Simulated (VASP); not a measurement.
# Al32Cu (a cell with a defect) in VASP: single point with PBEsol

Aim: the single point of Al32Cu (a cell with a defect) with PBEsol.

Everything below comes from runs of VASP 6.6.1. Logs are shortened: lines on timing, memory, paths and dates and some standing lists are left out, and cuts for length are marked.

## 1. The cell of the first run

The cell holds a defect, 33 atoms: a = 8.100 Å, b = 8.100 Å, c = 8.100 Å, α = 90.00°, β = 90.00°, γ = 90.00°.

## 2. Single point, PBEsol

The input, INCAR:

```
SYSTEM = Al32Cu
PREC = Accurate ; ENCUT = 520
EDIFF = 1E-6 ; ISMEAR = -1
SIGMA = 0.05 ; LREAL = Auto
LASPH = .TRUE. ; NELM = 60
ALGO = Normal ; ISIF = 2
LWAVE = .FALSE. ; LCHARG = .FALSE.
GGA = PS ; NBANDS = 76
```

The input, KPOINTS:

```
regular mesh
0
G
  2 2 2
  0 0 0
```

The input, POSCAR:

```
Al32Cu
1.0
    8.1000000000      0.0000000000      0.0000000000
    0.0000000000      8.1000000000      0.0000000000
    0.0000000000      0.0000000000      8.1000000000
Al Cu
32 1
Direct
    0.5233283951     -0.0230277778      0.0001722222
    0.7229593827      0.2831975309      0.0001360494
    0.7565783951      0.0031751852      0.2518646914
    0.0177734568      0.1147367901     -0.0000430864
    0.3013050617      0.2366734568      0.0001918519
    0.4494037037      0.5132513580      0.0001858025
    0.7327545679      0.6356295062     -0.0000365432
    0.2538387654      0.0048040741      0.2550795062
    0.5046783951      0.2456340741      0.2592412346
    0.7466830864      0.4877535802      0.2851991358
    0.4967596296     -0.0033572840      0.5001546914
    0.7447656790      0.2338891358      0.5000987654
    0.7566698765      0.0032359259      0.7485933333
    0.0274335802      0.4667485185      0.0001317284
    0.2273169136      0.7728820988      0.0001724691
    0.0038704938      0.2621417284      0.2853971605
    0.2459148148      0.5042623457      0.2592240741
    0.4966950617      0.7451206173      0.2550997531
    0.0065785185     -0.0072207407      0.5001980247
    0.2597990123      0.2526640741      0.5001176543
    0.4908474074      0.4972333333      0.5001203704
    0.7439519753      0.7570443210      0.5001997531
    0.2538909877      0.0047720988      0.7451855556
    0.5046454321      0.2456281481      0.7410488889
    0.7466755556      0.4876786420      0.7149486420
   -0.0060666667      0.7466380247      0.2517887654
    0.0057250617      0.5160834568      0.5000956790
    0.2537941975      0.7531982716      0.5001537037
    0.0038791358      0.2622201235      0.7147434568
    0.2459481481      0.5042703704      0.7410601235
    0.4966455556      0.7451553086      0.7451649383
   -0.0061560494      0.7465796296      0.7486669136
   -0.1245951852      0.8750977778      0.0003361728
```

Potentials or basis: VASP PAW PBE potentials, release 64 (Al, Cu).

Launch:

```bash
> cat potpaw_PBE.64/Al/POTCAR potpaw_PBE.64/Cu/POTCAR > POTCAR
> mpirun -np 1 vasp_std > vasp.out
```

OUTCAR:

```text
SYSTEM = Al32Cu
   PREC = Accurate
   ENCUT = 520
   EDIFF = 1E-6
   ISMEAR = -1
   LREAL = Auto
   LASPH = .TRUE.
   NELM = 60
   ISIF = 2
   GGA = PS

 ion  position               nearest neighbor table
   1  0.523  0.977  0.000-   5 2.77  13 2.79   3 2.79  18 2.80  31 2.80  15 2.91   2 2.96  33 2.97
                             8 3.01  23 3.01   9 3.03  24 3.03   7 3.24
   2  0.723  0.283  0.000-   4 2.75   9 2.76  24 2.76  10 2.85  25 2.85   7 2.86  14 2.88   6 2.90
                             1 2.96  13 3.06   3 3.06  16 3.25  29 3.25
   3  0.757  0.003  0.252-  33 2.48  12 2.75   1 2.79  26 2.83   9 2.83  22 2.83  19 2.86  11 2.91
                            16 2.91  18 2.97   2 3.06   4 3.08
   4  0.018  0.115  1.000-  33 2.26   5 2.50  29 2.60  16 2.60   2 2.75  14 2.85  23 2.95   8 2.95
                            13 3.07   3 3.08  15 3.25
   5  0.301  0.237  0.000-   4 2.50   6 2.54   9 2.67  24 2.67   1 2.77   8 2.82  23 2.82  14 2.90
                            17 3.05  30 3.05  16 3.34  29 3.35
   6  0.449  0.513  0.000-   7 2.50   5 2.54  17 2.67  30 2.67  15 2.77  18 2.82  31 2.82   2 2.90
                             9 3.05  24 3.05  10 3.34  25 3.34
   7  0.733  0.636  1.000-  33 2.26   6 2.50  25 2.60  10 2.60  14 2.75   2 2.86  31 2.95  18 2.95
                            32 3.07  26 3.07   1 3.24
   8  0.254  0.005  0.255-  11 2.80  15 2.80   9 2.82   5 2.82  19 2.82  20 2.82  28 2.85  18 2.88
                            16 2.92   4 2.95  26 2.97   1 3.01
   9  0.505  0.246  0.259-   5 2.67  12 2.76   2 2.76  10 2.78  20 2.78  11 2.81   8 2.82  21 2.82
[... 34 lines left out ...]
                            10 2.91   8 2.97  14 3.06   7 3.07
  27  0.006  0.516  0.500-  29 2.69  16 2.69  25 2.74  10 2.74  26 2.75  32 2.75  17 2.76  30 2.76
                            28 2.78  22 2.88  20 2.96  12 3.11
  28  0.254  0.753  0.500-  27 2.78  11 2.79  19 2.79  31 2.80  18 2.80  30 2.81  17 2.81  21 2.83
                            23 2.84   8 2.85  26 2.91  32 2.91
  29  0.004  0.262  0.715-   4 2.60  27 2.69  20 2.71  12 2.74  25 2.77  30 2.78  19 2.79  14 2.85
                            13 2.91  23 2.92   2 3.25   5 3.35
  30  0.246  0.504  0.741-   6 2.67  27 2.76  14 2.76  29 2.78  21 2.78  28 2.81  31 2.82  20 2.82
                            32 2.83  24 2.96  15 3.03   5 3.05
  31  0.497  0.745  0.745-  28 2.80   1 2.80  30 2.82   6 2.82  22 2.82  21 2.82  11 2.84  23 2.88
                            25 2.92   7 2.95  13 2.97  15 3.01
  32  0.994  0.747  0.749-  33 2.48  27 2.75  15 2.79  13 2.83  30 2.83  19 2.84  22 2.86  25 2.91
                            28 2.91  23 2.97  14 3.06   7 3.07
  33  0.875  0.875  0.000-   7 2.26   4 2.26  26 2.48   3 2.48  32 2.48  13 2.48  15 2.97   1 2.97

  LATTYP: Found a simple cubic cell.
 ALAT       =     8.1000000000

  Lattice vectors:

 A1 = (   8.1000000000,   0.0000000000,   0.0000000000)
 A2 = (   0.0000000000,   8.1000000000,   0.0000000000)
 A3 = (   0.0000000000,   0.0000000000,   8.1000000000)

Analysis of symmetry for initial positions (statically):
=====================================================================
 Subroutine PRICEL returns:
[... 183 lines left out ...]
   ISMEAR =    -1;   SIGMA  =   0.05  broadening in eV -4-tet -1-fermi 0-gaus
   EFERMI_NEDOS =   21; number of points for ismear=-14 and -15
   IALGO  =     38    algorithm
   IMIX   =      4    mixing-type and parameters
     AMIX     =   0.40;   BMIX     =  1.00
     AMIX_MAG =   1.60;   BMIX_MAG =  1.00
  volume/ion in A,a.u.               =      16.10       108.68
  Fermi-wavevector in a.u.,A,eV,Ry     =   0.959513  1.813218 12.526422  0.920666
  Thomas-Fermi vector in A             =   2.088716
   LORBIT       =      0    0 simple, 1 ext, 2 COOP (PROOUT), +10 PAW based schemes
   GGA     = PS    functional components
   LHFCALC =     F    Hartree Fock is set to
   AEXX    =    0.0000 exact exchange contribution
   IVDW    =     0    specifies the selected vdW correction
   LEPSILON=     F    determine dielectric tensor
   LRPA    =     F    only Hartree local field effects (RPA)
 non-spin polarized calculation
  energy-cutoff  :      520.00
  volume of cell :      531.44
 maximum number of plane-waves:     14400
   NGX = 31   NGY = 31   NGZ = 31

 number of electron     106.9999990 magnetization

 Free energy of the ion-electron system (eV)
  ---------------------------------------------------
  ext. energy  EPLUGINS =         0.00000000
  ---------------------------------------------------
  free energy    TOTEN  =      -133.55549760 eV

  energy without entropy =     -133.45600287  energy(sigma->0) =     -133.50575024

 E-fermi :   7.7869     XC(G=0): -10.3602

 val. band max:        7.7846985686   @ k =   0.0000   0.0000   0.5000
 cond. band min:       7.7900382038   @ k =   0.5000   0.5000   0.5000
 fundamental gap:      0.0053396352
 Fermi energy:         7.7868888443

 k-point     1 :       0.0000    0.0000    0.0000
  band No.  band energies     occupation
      1      -3.1349      2.00000
      2      -1.0188      2.00000
      3      -0.9306      2.00000
      4      -0.9179      2.00000
      5      -0.8816      2.00000
      6      -0.8219      2.00000
[... 533 lines left out ...]
     64      10.9863      0.00000
     65      11.1811      0.00000
 [bands above 65 left out]

------------------------ aborting loop because EDIFF is reached ----------------------------------------

  FORCE on cell =-STRESS in cart. coord.  units (eV):
  Direction    XX          YY          ZZ          XY          YZ          ZX
  --------------------------------------------------------------------------------------
  -------------------------------------------------------------------------------------
  Total        7.9223999      9.1228125      7.1584230      4.0226634     -0.0015058     -0.0009434
  in kB       23.8842874     27.5032664     21.5810656     12.1274425     -0.0045397     -0.0028442
  external PRESSURE =      24.3228731 kB  Pullay stress =       0.0000000 kB

 VOLUME and BASIS-vectors are now :
 -----------------------------------------------------------------------------
  energy-cutoff  :      520.00
  volume of cell :      531.44
      direct lattice vectors                 reciprocal lattice vectors
     8.100000000  0.000000000  0.000000000     0.123456790  0.000000000  0.000000000
     0.000000000  8.100000000  0.000000000     0.000000000  0.123456790  0.000000000
     0.000000000  0.000000000  8.100000000     0.000000000  0.000000000  0.123456790

 POSITION                                       TOTAL-FORCE (eV/Angst)
 -----------------------------------------------------------------------------------
      4.23896      7.91347      0.00139        -0.009447      0.004727     -0.000445
      5.85597      2.29390      0.00110         0.006817      0.007311      0.000944
      6.12829      0.02572      2.04010        -0.003028      0.009624      0.004272
      0.14397      0.92937      8.09965         0.007413      0.012415      0.002915
      2.44057      1.91706      0.00155        -0.004494      0.007991     -0.000278
      3.64017      4.15734      0.00151         0.003606     -0.007692     -0.000303
[... 25 lines left out ...]
      8.05014      6.04729      6.06420         0.005756     -0.008262     -0.006487
      7.09078      7.08829      0.00272         0.000289     -0.000232     -0.003658
 -----------------------------------------------------------------------------------
    total drift:                                0.011524     -0.004682     -0.004447

  FREE ENERGIE OF THE ION-ELECTRON SYSTEM (eV)
  ---------------------------------------------------
  free  energy   TOTEN  =      -133.5554976023 eV

  energy  without entropy=     -133.4560028685  energy(sigma->0) =     -133.50575024
```

OSZICAR:

```text
N       E                     dE             d eps       ncg     rms          rms(c)
DAV:   1     0.298065815074E+03    0.29807E+03   -0.36690E+04  1216   0.117E+03
DAV:   2    -0.973713817911E+02   -0.39544E+03   -0.36511E+03  1244   0.202E+02
DAV:   3    -0.136045655570E+03   -0.38674E+02   -0.34935E+02  1584   0.618E+01
DAV:   4    -0.138122154610E+03   -0.20765E+01   -0.20323E+01  1640   0.129E+01
DAV:   5    -0.138191650261E+03   -0.69496E-01   -0.69319E-01  1600   0.257E+00    0.240E+01
DAV:   6    -0.147769809274E+03   -0.95782E+01   -0.22796E+02  1680   0.176E+02    0.215E+01
DAV:   7    -0.135297301053E+03    0.12473E+02   -0.82044E+01  1672   0.342E+01    0.797E+00
DAV:   8    -0.133748523668E+03    0.15488E+01   -0.16590E+01  1764   0.448E+01    0.392E+00
DAV:   9    -0.133583254811E+03    0.16527E+00   -0.18059E+00  1856   0.116E+01    0.136E+00
DAV:  10    -0.133565999855E+03    0.17255E-01   -0.12713E-01  1924   0.206E+00    0.585E-01
DAV:  11    -0.133555551122E+03    0.10449E-01   -0.31298E-02  1856   0.229E+00    0.151E-01
DAV:  12    -0.133555535036E+03    0.16086E-04   -0.68674E-03  1904   0.357E-01    0.920E-02
DAV:  13    -0.133555782068E+03   -0.24703E-03   -0.95941E-04  1912   0.409E-01    0.121E-01
DAV:  14    -0.133555585814E+03    0.19625E-03   -0.34830E-04  1820   0.236E-01    0.713E-02
DAV:  15    -0.133555505068E+03    0.80746E-04   -0.21956E-04  1864   0.171E-01    0.268E-02
DAV:  16    -0.133555497163E+03    0.79041E-05   -0.90433E-05  1904   0.842E-02    0.361E-03
DAV:  17    -0.133555497602E+03   -0.43877E-06   -0.34304E-06  1240   0.583E-03
   1 F= -.13355550E+03 E0= -.13350575E+03  d E =-.994947E-01
```

It took 6.4 min on 1 thread of Oxide Virtual Turin-like, shared host; peak memory 0.55 GiB.

Results:

| Property | Result |
| --- | --- |
| Free energy | -133.5555 eV |
| Pressure | 2.4 GPa |
| Largest force | 0.015 eV/Å |
| Band gap on the k mesh | zero (an odd number of electrons rules out a gap without spin polarisation) |

Forces in eV/Å, atoms in the order of the input:
```
Al  -0.009  0.005  0.000
Al   0.007  0.007  0.001
Al  -0.003  0.010  0.004
Al   0.007  0.012  0.003
Al  -0.004  0.008  0.000
Al   0.004 -0.008  0.000
Al  -0.007 -0.013  0.003
Al  -0.006  0.001 -0.007
Al  -0.006  0.007 -0.003
Al  -0.003  0.001 -0.003
Al  -0.001 -0.002  0.000
Al   0.002 -0.002  0.001
Al  -0.004  0.008 -0.007
Al  -0.004 -0.006  0.001
Al   0.009 -0.006 -0.001
Al   0.000  0.000 -0.005
Al   0.005 -0.007 -0.001
Al   0.007 -0.001 -0.007
Al   0.003  0.004 -0.001
Al  -0.001  0.003  0.001
Al   0.001 -0.003  0.001
Al   0.000 -0.006 -0.002
Al  -0.008  0.002  0.009
Al  -0.005  0.008  0.002
Al  -0.003  0.001  0.002
Al   0.004 -0.009  0.005
Al  -0.001  0.000  0.001
Al  -0.001  0.001  0.000
Al   0.000  0.000  0.005
Al   0.004 -0.007  0.001
Al   0.008 -0.001  0.010
Al   0.006 -0.008 -0.006
Cu   0.000  0.000 -0.004
```

Levels at points of the mesh, in eV from the Fermi level:
```csv
k point,band 50,band 51,band 52,band 53,band 54,band 55,band 56,band 57
"(0.00, 0.00, 0.00)",-0.17,-0.12,0.20,0.25,0.32,0.56,0.60,0.83
"(0.50, 0.00, 0.00)",-0.29,-0.19,-0.17,-0.06,-0.02,0.05,0.13,0.49
"(0.00, 0.50, 0.00)",-0.41,-0.26,-0.26,-0.07,0.08,0.09,0.17,0.22
"(0.00, 0.00, 0.50)",-0.30,-0.29,-0.23,-0.18,0.00,0.27,0.30,0.49
"(0.50, 0.50, 0.00)",-0.41,-0.39,-0.17,0.17,0.93,0.93,1.01,1.04
"(0.00, 0.50, 0.50)",-0.47,-0.25,-0.23,-0.20,0.75,0.94,0.94,0.96
"(0.50, 0.00, 0.50)",-0.59,-0.34,-0.32,-0.25,0.75,0.89,0.99,1.01
"(0.50, 0.50, 0.50)",-0.57,-0.56,-0.54,-0.39,-0.32,-0.31,-0.24,-0.20
```

Caveat: the k points lie up to 0.39 Å⁻¹ apart, too coarse for converged energies and pressures of a metal; the PAW data sets were made with another functional, which shifts forces and pressure a little.
